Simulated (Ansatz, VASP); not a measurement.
**One calculation of Ti5C4, two programs**

```
CELL_PARAMETERS angstrom
3.06384 0.00000 0.00000
-1.53192 2.65336 0.00000
0.00000 0.00000 25.00646
ATOMIC_POSITIONS crystal
Ti 0.66667 0.33333 0.29992
Ti 0.33333 0.66667 0.39996
Ti 0.00000 0.00000 0.50000
Ti 0.66667 0.33333 0.60004
Ti 0.33333 0.66667 0.70008
C 0.00000 0.00000 0.34994
C 0.66667 0.33333 0.44998
C 0.33333 0.66667 0.55002
C 0.00000 0.00000 0.65006
```

Alike in both runs: task single point; functional PBE; k mesh 18 × 18 × 1; occupations gaussian, width 0.1 eV; no spin polarisation.

|  | VASP | Ansatz |
| --- | --- | --- |
| version | VASP 6.6.1 | Ansatz 0.2.0 |
| potentials or method | VASP PAW PBE potentials, release 64 (Ti_sv, C), cutoff 520 eV | scalar-relativistic, plane waves, PAW |
| valence electrons in the cell | 76 | 76 |

|  | VASP | Ansatz | Ansatz less VASP |
| --- | --- | --- | --- |
| gap on the k mesh at the Fermi level (eV) | none | none | - |
| rms of the force components (eV/Å) | 0.784 | 0.788 | +0.0040 |

A gap of «none» marks a metal or a gap that the smearing closes.
